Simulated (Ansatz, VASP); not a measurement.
## GaAs: VASP beside Ansatz

INCAR

```
  PREC = Accurate
  ENCUT = 600
  EDIFF = 1E-6
  ISMEAR = -1
  SIGMA = 0.1
  LREAL = F
  LASPH = T
  NELM = 80
  ALGO = Normal
  ISIF = 3
  LWAVE = F
  LCHARG = F
  GGA = CA
  IBRION = 2
  NSW = 60
  EDIFFG = -0.005
```

Contents of KPOINTS:

```
regular mesh
0
Gamma
  13 13 13
```

POSCAR

```
GaAs
1.0
    0.0000000000      2.5094205343      2.5094205343
    2.5094205343      0.0000000000      2.5094205343
    2.5094205343      2.5094205343      0.0000000000
Ga As
1 1
Direct
    0.0000000000      0.0000000000      0.0000000000
    0.5000000000      0.5000000000      0.5000000000
```

Input for Ansatz:

```yaml
crystal:
  lattice:
    - [0.0, 2.5094205343, 2.5094205343]
    - [2.5094205343, 0.0, 2.5094205343]
    - [2.5094205343, 2.5094205343, 0.0]
  atoms:
    - { symbol: Ga, position: [0.0, 0.0, 0.0] }
    - { symbol: As, position: [0.5, 0.5, 0.5] }
kpoints:
  mp_grid: { grid: [13, 13, 13] }
scf:
  occupations: { method: fermi_dirac, width: 0.1 }
hamiltonian:
  xc: lda
  pseudopotentials: { kind: paw }
output:
  forces: true
  stress: true
relax:
  f_tol: 0.005
  max_steps: 40
  cell: {}
```

Alike in both runs: task relaxation of cell and atoms; functional LDA; k mesh 13 × 13 × 13; occupations fermi-dirac, width 0.1 eV; no spin polarisation.

|  | VASP | Ansatz |
| --- | --- | --- |
| version | VASP 6.6.1 | Ansatz 0.2.0 |
| potentials or method | VASP PAW LDA potentials, release 64 (Ga_d, As) | PAW with Ansatz's default frozen-core files, scalar-relativistic |
| plane-wave cutoff (eV) | 600 | 420 |
| valence electrons in the cell | 18 | 28 |

Ansatz gave:

* relaxed volume (Å³/atom): 18.17
* relaxed cell length with the largest relative difference (Å): 3.718

Estimate VASP's values.

relaxed volume (Å³/atom): 18.24; relaxed cell length with the largest relative difference (Å): 3.723.

LDA's correlation is that of Perdew and Zunger in VASP and of Perdew and Wang (1992) in Ansatz. VASP's potentials hold 18 valence electrons a cell and Ansatz's 28, so a difference there can come from the potentials and not from the codes.

Noted on VASP's run: the volume moved by over 15 % at a fixed basis, so the end points are rough.
